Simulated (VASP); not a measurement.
# MgO (P-6m2) in VASP: further runs

MgO is run at these levels: PBE; tasks: single point.

Program: VASP 6.6.1. These are calculated values, not measurements. Logs are shortened: lines on timing, memory, paths and dates and some standing lists are left out, and cuts for length are marked.

### 1 The cell of the first run

The structure is hexagonal, space group P-6m2 (No. 187). Conventional cell: a = 2.978 Å, b = 2.978 Å, c = 2.608 Å, α = 90.00°, β = 90.00°, γ = 120.00°. Within 2.9 Å of Mg (site symmetry -6m2) lie 6 O at 2.16 Å and 2 Mg at 2.61 Å. O (site symmetry -6m2) has 6 Mg at 2.16 Å and 2 O at 2.61 Å within 2.9 Å.

### 2 Single point, PBE

Contents of INCAR:

```
SYSTEM = MgO
ALGO = Normal ; EDIFF = 1E-6
ENCUT = 520 ; GGA = PE
ISIF = 2 ; ISMEAR = 0
LASPH = .True. ; LCHARG = .False.
LREAL = .False. ; LWAVE = .False.
NBANDS = 11 ; NELM = 100
PREC = Accurate ; SIGMA = 0.05
```

Contents of KPOINTS:

```
k-points
0
Gamma
  12 12 10
  0 0 0
```

Contents of POSCAR:

```
MgO
1.0
    2.9779722783      0.0000000000      0.0000000000
   -1.4889861392      2.5789996448      0.0000000000
    0.0000000000      0.0000000000      2.6078412669
Mg O
1 1
Direct
    0.0000000000      0.0000000000      0.0000000000
    0.3333333333      0.6666666667      0.5000000000
```

Potentials or basis: VASP PAW PBE potentials, release 64 (Mg, O).

Started as:

```bash
$ cat potpaw_PBE.64/Mg/POTCAR potpaw_PBE.64/O/POTCAR > POTCAR
$ mpirun -np 1 vasp_std > vasp.out
```

OUTCAR:

```text
SYSTEM = MgO
   EDIFF = 1E-6
   ENCUT = 520
   GGA = PE
   ISIF = 2
   ISMEAR = 0
   LASPH = .True.
   LREAL = .False.
   NELM = 100
   PREC = Accurate

 ion  position               nearest neighbor table
   1  0.000  0.000  0.000-   2 2.16   2 2.16   2 2.16   2 2.16   2 2.16   2 2.16
   2  0.333  0.667  0.500-   1 2.16   1 2.16   1 2.16   1 2.16   1 2.16   1 2.16

  LATTYP: Found a hexagonal cell.
 ALAT       =     2.9779722783
 C/A-ratio  =     0.8757103906

  Lattice vectors:

 A1 = (   2.9779722783,   0.0000000000,   0.0000000000)
 A2 = (  -1.4889861392,   2.5789996448,   0.0000000000)
 A3 = (   0.0000000000,   0.0000000000,   2.6078412669)

Analysis of symmetry for initial positions (statically):
=====================================================================
 Subroutine PRICEL returns:
 Original cell was already a primitive cell.

 Routine SETGRP: Setting up the symmetry group for a
 hexagonal supercell.

 Subroutine GETGRP returns: Found 12 space group operations
 (whereof 12 operations were pure point group operations)
 out of a pool of 24 trial point group operations.

The static configuration has the point symmetry D_3h.

Analysis of symmetry for dynamics (positions and initial velocities):
=====================================================================
 Subroutine PRICEL returns:
 Original cell was already a primitive cell.

 Routine SETGRP: Setting up the symmetry group for a
 hexagonal supercell.

 Subroutine GETGRP returns: Found 12 space group operations
 (whereof 12 operations were pure point group operations)
 out of a pool of 24 trial point group operations.

The dynamic configuration has the point symmetry D_3h.

 Subroutine INISYM returns: Found 12 space group operations
 (whereof 12 operations are pure point group operations),
 and found     1 'primitive' translations

----------------------------------------------------------------------------------------

                                     Primitive cell

  volume of cell :      20.0287

  direct lattice vectors                    reciprocal lattice vectors
     2.977972278  0.000000000  0.000000000     0.335798962  0.193873621  0.000000000
    -1.488986139  2.578999645  0.000000000     0.000000000  0.387747242  0.000000000
     0.000000000  0.000000000  2.607841267     0.000000000  0.000000000  0.383458922

  length of vectors
     2.977972278  2.977972278  2.607841267     0.387747242  0.387747242  0.383458922

  position of ions in fractional coordinates (direct lattice)
[... 82 lines left out ...]
   NSW    =      0    number of steps for IOM
   IBRION =     -1    ionic relax: 0-MD 1-quasi-New 2-CG
   NFREE  =      0    steps in history (QN), initial steepest desc. (CG)
   ISIF   =      2    stress and relaxation
   ISYM   =      2    0-nonsym 1-usesym 2-fastsym
   POTIM  = 0.5000    time-step for ionic-motion
   TEBEG  =    0.0;   TEEND  =   0.0 temperature during run
   PSTRESS=    0.0 pullay stress
   NELECT =       8.0000    total number of electrons
   NUPDOWN=      -1.0000    fix difference up-down
   EMIN   =  10.00;   EMAX   =-10.00  energy-range for DOS
   EFERMI =   0.00;   METHOD = LEGACY
   ISMEAR =     0;   SIGMA  =   0.05  broadening in eV -4-tet -1-fermi 0-gaus
   EFERMI_NEDOS =   21; number of points for ismear=-14 and -15
   IALGO  =     38    algorithm
   IMIX   =      4    mixing-type and parameters
     AMIX     =   0.40;   BMIX     =  1.00
     AMIX_MAG =   1.60;   BMIX_MAG =  1.00
  volume/ion in A,a.u.               =      10.01        67.58
  Fermi-wavevector in a.u.,A,eV,Ry     =   1.205648  2.278344 19.777247  1.453587
  Thomas-Fermi vector in A             =   2.341338
   LORBIT       =      0    0 simple, 1 ext, 2 COOP (PROOUT), +10 PAW based schemes
   GGA     = PE    functional components
   LHFCALC =     F    Hartree Fock is set to
   AEXX    =    0.0000 exact exchange contribution
   IVDW    =     0    specifies the selected vdW correction
   LEPSILON=     F    determine dielectric tensor
   LRPA    =     F    only Hartree local field effects (RPA)
 non-spin polarized calculation
 Gauss-broadening in eV      SIGMA  =   0.05
  energy-cutoff  :      520.00
  volume of cell :       20.03
 maximum number of plane-waves:       573
 NGX is ok and might be reduce to    24

 number of electron       8.0000004 magnetization

 Free energy of the ion-electron system (eV)
  ---------------------------------------------------
  ext. energy  EPLUGINS =         0.00000000
  ---------------------------------------------------
  free energy    TOTEN  =       -11.19383807 eV

  energy without entropy =      -11.19383807  energy(sigma->0) =      -11.19383807

 E-fermi :   3.8685     XC(G=0): -10.7228

 val. band max:        3.6100245520   @ k =   0.3333   0.3333   0.0000
 cond. band min:       6.3365320610   @ k =   0.0000   0.0000   0.0000
 fundamental gap:      2.7265075090
 Fermi energy:         3.8684550646

 k-point     1 :       0.0000    0.0000    0.0000
  band No.  band energies     occupation
      1     -14.1508      2.00000
      2       2.4955      2.00000
      3       2.4955      2.00000
      4       3.2814      2.00000
      5       6.3365      0.00000
      6      15.4238      0.00000
      7      18.2993      0.00000
      8      18.2993      0.00000
      9      22.8506      0.00000
     10      25.0454      0.00000
     11      25.8479      0.00000
[... 309 lines left out ...]
 k-point    24 :       0.3333   -0.0000    0.1000
  band No.  band energies     occupation
      1     -13.3686      2.00000
      2      -0.7427      2.00000
      3       2.0204      2.00000
      4       2.9653      2.00000
      5       9.6914      0.00000
      6      13.5573      0.00000
      7      17.7633      0.00000
      8      20.2603      0.00000
      9      21.3861      0.00000
     10      26.7884      0.00000
     11      26.8651      0.00000

 [... further k-points ...]
[... 5 lines left out ...]
  --------------------------------------------------------------------------------------
  -------------------------------------------------------------------------------------
  Total       -0.8470511     -0.8470511      1.8683525      0.0000000     -0.0000000      0.0000000
  in kB      -67.7590157    -67.7590157    149.4570171      0.0000000     -0.0000000      0.0000000
  external PRESSURE =       4.6463285 kB  Pullay stress =       0.0000000 kB

 VOLUME and BASIS-vectors are now :
 -----------------------------------------------------------------------------
  energy-cutoff  :      520.00
  volume of cell :       20.03
      direct lattice vectors                 reciprocal lattice vectors
     2.977972278  0.000000000  0.000000000     0.335798962  0.193873621  0.000000000
    -1.488986139  2.578999645  0.000000000     0.000000000  0.387747242  0.000000000
     0.000000000  0.000000000  2.607841267     0.000000000  0.000000000  0.383458922

 POSITION                                       TOTAL-FORCE (eV/Angst)
 -----------------------------------------------------------------------------------
      0.00000      0.00000      0.00000         0.000000     -0.000000      0.000000
     -0.00000      1.71933      1.30392         0.000000      0.000000      0.000000
 -----------------------------------------------------------------------------------
    total drift:                                0.000000     -0.000000     -0.000000

  FREE ENERGIE OF THE ION-ELECTRON SYSTEM (eV)
  ---------------------------------------------------
  free  energy   TOTEN  =       -11.1938380690 eV

  energy  without entropy=      -11.1938380690  energy(sigma->0) =      -11.19383807
```

stdout:

```text
POSCAR found type information on POSCAR MgO
 POSCAR found :  2 types and       2 ions
 scaLAPACK will be used
 LDA part: xc-table for (Slater+PW92), standard interpolation
 POSCAR, INCAR and KPOINTS ok, starting setup
 FFT: planning ... GRIDC
 FFT: planning ... GRID_SOFT
 FFT: planning ... GRID
 WAVECAR not read
 entering main loop
```

It took 20 s on 1 thread of Intel Xeon 8259CL, shared host; peak memory 0.15 GiB.

Results:

```
Free energy            : -11.1938 eV
Pressure               : 0.5 GPa
Band gap on the k mesh : 2.73 eV, indirect (least direct gap 3.06 eV)
```

Stress tensor (GPa, compression positive):
```
-6.78  0.00  0.00
 0.00 -6.78  0.00
 0.00  0.00 14.95
```

 A k mesh can miss the band edges.

### 3 Single point, PBE

This run uses another cell than the first one, of the same volume but with other edges.

Contents of INCAR:

```
SYSTEM = MgO
PREC = Accurate
ENCUT = 520
EDIFF = 1E-7
ISMEAR = 0
SIGMA = 0.05
LREAL = .False.
LASPH = .True.
NELM = 80
ALGO = Normal
ISIF = 2
LWAVE = .False.
LCHARG = .False.
GGA = PE
NBANDS = 11
```

Contents of KPOINTS:

```
regular mesh
0
Gamma
  12 12 10
  0 0 0
```

Contents of POSCAR:

```
MgO
1.0
    2.8903335360      0.0000000000      0.0000000000
   -1.4451667680      2.5031022675      0.0000000000
    0.0000000000      0.0000000000      2.7683852761
Mg O
1 1
Direct
    0.0000000000      0.0000000000      0.0000000000
    0.3333333333      0.6666666667      0.5000000000
```

Potentials or basis: VASP PAW PBE potentials, release 64 (Mg, O).

Started as:

```bash
$ cat potpaw_PBE.64/Mg/POTCAR potpaw_PBE.64/O/POTCAR > POTCAR
$ mpirun -np 1 vasp_std > vasp.out
```

OUTCAR:

```text
SYSTEM = MgO
   PREC = Accurate
   ENCUT = 520
   EDIFF = 1E-7
   ISMEAR = 0
   LREAL = .False.
   LASPH = .True.
   NELM = 80
   ISIF = 2
   GGA = PE

 ion  position               nearest neighbor table
   1  0.000  0.000  0.000-   2 2.17   2 2.17   2 2.17   2 2.17   2 2.17   2 2.17
   2  0.333  0.667  0.500-   1 2.17   1 2.17   1 2.17   1 2.17   1 2.17   1 2.17

  LATTYP: Found a hexagonal cell.
 ALAT       =     2.8903335360
 C/A-ratio  =     0.9578082396

  Lattice vectors:

 A1 = (   2.8903335360,   0.0000000000,   0.0000000000)
 A2 = (  -1.4451667680,   2.5031022675,   0.0000000000)
 A3 = (   0.0000000000,   0.0000000000,   2.7683852761)

Analysis of symmetry for initial positions (statically):
=====================================================================
 Subroutine PRICEL returns:
 Original cell was already a primitive cell.

 Routine SETGRP: Setting up the symmetry group for a
 hexagonal supercell.

 Subroutine GETGRP returns: Found 12 space group operations
 (whereof 12 operations were pure point group operations)
 out of a pool of 24 trial point group operations.

The static configuration has the point symmetry D_3h.

Analysis of symmetry for dynamics (positions and initial velocities):
=====================================================================
 Subroutine PRICEL returns:
 Original cell was already a primitive cell.

 Routine SETGRP: Setting up the symmetry group for a
 hexagonal supercell.

 Subroutine GETGRP returns: Found 12 space group operations
 (whereof 12 operations were pure point group operations)
 out of a pool of 24 trial point group operations.

The dynamic configuration has the point symmetry D_3h.

 Subroutine INISYM returns: Found 12 space group operations
 (whereof 12 operations are pure point group operations),
 and found     1 'primitive' translations

----------------------------------------------------------------------------------------

                                     Primitive cell
[... 114 lines left out ...]
  Thomas-Fermi vector in A             =   2.341338
   LORBIT       =      0    0 simple, 1 ext, 2 COOP (PROOUT), +10 PAW based schemes
   GGA     = PE    functional components
   LHFCALC =     F    Hartree Fock is set to
   AEXX    =    0.0000 exact exchange contribution
   IVDW    =     0    specifies the selected vdW correction
   LEPSILON=     F    determine dielectric tensor
   LRPA    =     F    only Hartree local field effects (RPA)
 non-spin polarized calculation
 Gauss-broadening in eV      SIGMA  =   0.05
  energy-cutoff  :      520.00
  volume of cell :       20.03
 maximum number of plane-waves:       562
 NGX is ok and might be reduce to    24

 number of electron       7.9999996 magnetization

 Free energy of the ion-electron system (eV)
  ---------------------------------------------------
  ext. energy  EPLUGINS =         0.00000000
  ---------------------------------------------------
  free energy    TOTEN  =       -11.17746208 eV

  energy without entropy =      -11.17746208  energy(sigma->0) =      -11.17746208

 E-fermi :   3.6561     XC(G=0): -10.7506

 val. band max:        3.3888721222   @ k =   0.0000   0.0000   0.5000
 cond. band min:       6.1504085037   @ k =   0.0000   0.0000   0.0000
 fundamental gap:      2.7615363816
 Fermi energy:         3.6560683355

 k-point     1 :       0.0000    0.0000    0.0000
  band No.  band energies     occupation
      1     -14.0858      2.00000
      2       2.4902      2.00000
      3       2.9790      2.00000
      4       2.9790      2.00000
      5       6.1504      0.00000
      6      14.9841      0.00000
      7      19.5589      0.00000
      8      19.5589      0.00000
      9      23.2229      0.00000
     10      23.5602      0.00000
     11      25.7500      0.00000
[... 309 lines left out ...]
 k-point    24 :       0.3333    0.0000    0.1000
  band No.  band energies     occupation
      1     -13.2209      2.00000
      2      -0.5129      2.00000
      3       2.3627      2.00000
      4       2.4432      2.00000
      5       9.5176      0.00000
      6      14.1178      0.00000
      7      16.8937      0.00000
      8      20.3903      0.00000
      9      20.8944      0.00000
     10      25.8622      0.00000
     11      27.0076      0.00000

 [... further k-points ...]
[... 5 lines left out ...]
  --------------------------------------------------------------------------------------
  -------------------------------------------------------------------------------------
  Total        0.8905071      0.8905071     -2.3436933     -0.0000000      0.0000000      0.0000000
  in kB       71.2352346     71.2352346   -187.4814404     -0.0000000      0.0000000      0.0000000
  external PRESSURE =     -15.0036570 kB  Pullay stress =       0.0000000 kB

 VOLUME and BASIS-vectors are now :
 -----------------------------------------------------------------------------
  energy-cutoff  :      520.00
  volume of cell :       20.03
      direct lattice vectors                 reciprocal lattice vectors
     2.890333536  0.000000000  0.000000000     0.345980831  0.199752126  0.000000000
    -1.445166768  2.503102268  0.000000000     0.000000000  0.399504252  0.000000000
     0.000000000  0.000000000  2.768385276     0.000000000  0.000000000  0.361221398

 POSITION                                       TOTAL-FORCE (eV/Angst)
 -----------------------------------------------------------------------------------
      0.00000      0.00000      0.00000        -0.000000     -0.000000      0.000000
     -0.00000      1.66873      1.38419         0.000000      0.000000      0.000000
 -----------------------------------------------------------------------------------
    total drift:                                0.000000     -0.000000     -0.000000

  FREE ENERGIE OF THE ION-ELECTRON SYSTEM (eV)
  ---------------------------------------------------
  free  energy   TOTEN  =       -11.1774620753 eV

  energy  without entropy=      -11.1774620753  energy(sigma->0) =      -11.17746208
```

stdout:

```text
POSCAR found type information on POSCAR MgO
 POSCAR found :  2 types and       2 ions
 scaLAPACK will be used
 LDA part: xc-table for (Slater+PW92), standard interpolation
 POSCAR, INCAR and KPOINTS ok, starting setup
 FFT: planning ... GRIDC
 FFT: planning ... GRID_SOFT
 FFT: planning ... GRID
 WAVECAR not read
 entering main loop
```

Run time: 26 s. Hardware: 1 thread of Intel Xeon 8259CL, shared host; peak memory 0.16 GiB.

What came out:

| Item | Value |
| --- | --- |
| Free energy | -11.1775 eV |
| Pressure | -1.5 GPa |
| Band gap on the k mesh | 2.76 eV, indirect (least direct gap 3.17 eV) |

 A k mesh can miss the band edges.

### 4 Single point, PBE

This run uses another cell than the first one, of the same volume but with other edges.

Contents of INCAR:

```
  PREC = Accurate
  ENCUT = 520
  EDIFF = 1E-6
  ISMEAR = 0
  SIGMA = 0.05
  LREAL = F
  LASPH = T
  NELM = 100
  ALGO = Normal
  ISIF = 2
  LWAVE = F
  LCHARG = F
  GGA = PE
  NBANDS = 11
```

Contents of KPOINTS:

```
regular mesh
0
Gamma
  12 12 10
```

Contents of POSCAR:

```
MgO
1.0
    3.1645677603      0.0000000000      0.0000000000
   -1.5822838802      2.7405960724      0.0000000000
    0.0000000000      0.0000000000      2.3093707244
Mg O
1 1
Direct
    0.0000000000      0.0000000000      0.0000000000
    0.3333333333      0.6666666667      0.5000000000
```

Started as:

```bash
$ cat potpaw_PBE.64/Mg/POTCAR potpaw_PBE.64/O/POTCAR > POTCAR
$ mpirun -np 1 vasp_std > vasp.out
```

Wall time 18 s (1 thread of Intel Xeon 8259CL, shared host); peak memory 0.15 GiB.

The run converged. Its results:

```
Free energy            : -10.0860 eV
Pressure               : 10.5 GPa
Band gap on the k mesh : 0.23 eV, indirect (least direct gap 0.35 eV)
```

Stress tensor (GPa, compression positive):
```
-31.68   0.00   0.00
  0.00 -31.68   0.00
  0.00   0.00  94.91
```

Levels at points of the mesh, in eV from the valence-band top:
```csv
k point,band 1,band 2,band 3,band 4,band 5,band 6,band 7,band 8
"(0.00, 0.00, 0.00)",-19.64,-3.72,-3.72,-0.12,0.23,10.30,10.30,10.98
"(0.50, 0.00, 0.00)",-18.92,-7.37,-4.32,-0.01,3.36,7.19,13.74,13.90
"(0.00, 0.00, 0.50)",-17.63,-6.88,-2.48,-2.48,5.15,8.06,14.07,14.07
"(0.50, 0.00, 0.50)",-17.22,-5.90,-4.84,-3.06,5.12,8.12,11.27,12.64
```

 A k mesh can miss the band edges.

### 5 Single point, PBE

This run uses another cell than the first one, of the same volume but with other edges.

Contents of INCAR:

```
SYSTEM = MgO
PREC = Accurate
ENCUT = 520
EDIFF = 1E-6
ISMEAR = 0
SIGMA = 0.05
LREAL = .False.
LASPH = .True.
NELM = 80
ALGO = Normal
ISIF = 2
LWAVE = .False.
LCHARG = .False.
GGA = PE
NBANDS = 11
```

Contents of KPOINTS:

```
regular mesh
0
Gamma
  12 12 10
  0 0 0
```

Contents of POSCAR:

```
MgO
1.0
    2.6917203892      0.0000000000      0.0000000000
   -1.3458601946      2.3310982369      0.0000000000
    0.0000000000      0.0000000000      3.1919976742
Mg O
1 1
Direct
    0.0000000000      0.0000000000      0.0000000000
    0.3333333333      0.6666666667      0.5000000000
```

Started as:

```bash
$ cat potpaw_PBE.64/Mg/POTCAR potpaw_PBE.64/O/POTCAR > POTCAR
$ mpirun -np 1 vasp_std > vasp.out
```

Run time: 17 s. Hardware: 1 thread of Intel Xeon 8259CL, shared host; peak memory 0.15 GiB.

Results (log left out):

```
Free energy            : -9.7428 eV
Pressure               : 1.5 GPa
Band gap on the k mesh : zero (band 4 reaches 4.63 eV, above the bottom of band 5 at 4.48 eV)
```

Stress tensor (GPa, compression positive):
```
 45.78   0.00   0.00
  0.00  45.78   0.00
  0.00   0.00 -86.93
```

Levels at points of the mesh, in eV from the Fermi level:
```
           k point  band 2  band 3  band 4  band 5  band 6  band 7
(0.00, 0.00, 0.00)   -3.54   -0.55   -0.17   -0.17   11.17   15.15
(0.50, 0.00, 0.00)   -5.46   -2.49   -1.08    4.28    7.35   12.17
(0.00, 0.00, 0.50)   -7.47   -0.03   -0.03    5.26    8.51   17.23
(0.50, 0.00, 0.50)   -4.69   -4.56   -0.96    2.92    9.87   11.86
```

### 6 Summary

| cell | gap on the mesh (eV) | pressure (GPa) |
| --- | --- | --- |
| a = 2.978, b = 2.978, c = 2.608 Å, angles 90.0, 90.0, 120.0°, 2 atoms | 2.73 | 0.5 |
| a = 2.890, b = 2.890, c = 2.768 Å, angles 90.0, 90.0, 120.0°, 2 atoms | 2.76 | -1.5 |
| a = 3.165, b = 3.165, c = 2.309 Å, angles 90.0, 90.0, 120.0°, 2 atoms | 0.23 | 10.5 |
| a = 2.692, b = 2.692, c = 3.192 Å, angles 90.0, 90.0, 120.0°, 2 atoms | none | 1.5 |

Alike in all rows: task single point; level PBE; potentials or basis VASP PAW PBE potentials, release 64 (Mg, O); no spin polarisation; k mesh 12 × 12 × 10; cutoff (eV) 520; smearing gaussian 0.05 eV.

Absolute energies hang on the potentials; compare differences alone.
